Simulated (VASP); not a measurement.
Input of a VASP 6.6.1 run:

Contents of POSCAR:

```
InP
1.0
    0.0000000000      2.7837769077      2.7837769077
    2.7837769077      0.0000000000      2.7837769077
    2.7837769077      2.7837769077      0.0000000000
In P
1 1
Direct
    0.0000000000      0.0000000000      0.0000000000
    0.5000000000      0.5000000000      0.5000000000
```

The input INCAR.step1:

```
SYSTEM = InP
PREC = Accurate ; ENCUT = 520
ISMEAR = 0 ; SIGMA = 0.05
LREAL = .False. ; LASPH = .True.
NELM = 100 ; NBANDS = 16
GGA = PE ; ALGO = Normal
EDIFF = 1E-4 ; LWAVE = .True.
LCHARG = .False.
```

File INCAR.step2:

```
SYSTEM = InP
PREC = Accurate ; ENCUT = 520
EDIFF = 1E-6 ; ISMEAR = 0
SIGMA = 0.05 ; LREAL = .False.
LASPH = .True. ; NELM = 100
ALGO = Normal ; ISIF = 2
LWAVE = .False. ; LCHARG = .False.
METAGGA = R2SCAN ; LMIXTAU = .True.
NBANDS = 16 ; ISTART = 1
```

Contents of KPOINTS:

```
Automatic mesh
0
Gamma
  14 14 14
  0 0 0
```

Potentials or basis: VASP PAW PBE potentials, release 64 (In_d, P).

The run is started by

```bash
$ cat potpaw_PBE.64/In_d/POTCAR potpaw_PBE.64/P/POTCAR > POTCAR
$ cp INCAR.step1 INCAR
$ mpirun -np 1 vasp_std > vasp.out
$ cp INCAR.step2 INCAR
$ mpirun -np 1 vasp_std > vasp.out
```

(1) Predict the band gap on the k mesh.

(2) What does it give for the pressure?

## Answers

(1) zero (bands 9 and 10 overlap by 2.65 eV).

(2) -3.0 GPa.

Caveat: the cell stands under tension; the PAW data sets were made with another functional, which shifts forces and pressure a little; spin-orbit coupling is left out, which moves the levels of the heavy elements.
